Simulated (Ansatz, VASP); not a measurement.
# Rh in VASP and in Ansatz

```
Rh
1.0
     0.00000    1.90155    1.94909
     1.90155    0.00000    1.94909
     1.90155    1.90155    0.00000
Rh
1
Direct
  0.00000 0.00000 0.00000
```

Change from the starting cell: strain +0.000 along x and y, +0.025 along z, atoms carried along.

Alike in both runs: task single point; functional PBEsol; k mesh 22 × 22 × 22; occupations gaussian, width 0.15 eV; no spin polarisation.

|  | VASP | Ansatz |
| --- | --- | --- |
| version | VASP 6.6.1 | Ansatz 0.2.0 |
| potentials or method | VASP PAW PBE potentials, release 64 (Rh_pv), cutoff 520 eV | scalar-relativistic, plane waves, PAW |
| valence electrons in the cell | 15 | 17 |

```csv
,VASP,Ansatz,Ansatz less VASP
gap on the k mesh at the Fermi level (eV),none,none,-
pressure (GPa),-11.3,-11.2,+0.13
"traceless stress, the component that is largest in VASP (GPa)",-3.84,-3.85,-0.013
```

VASP's potentials were made for PBE, not for PBEsol. A gap of «none» marks a metal or a gap that the smearing closes. VASP's potentials hold 15 valence electrons a cell and Ansatz's 17, so a difference there can come from the potentials and not from the codes.
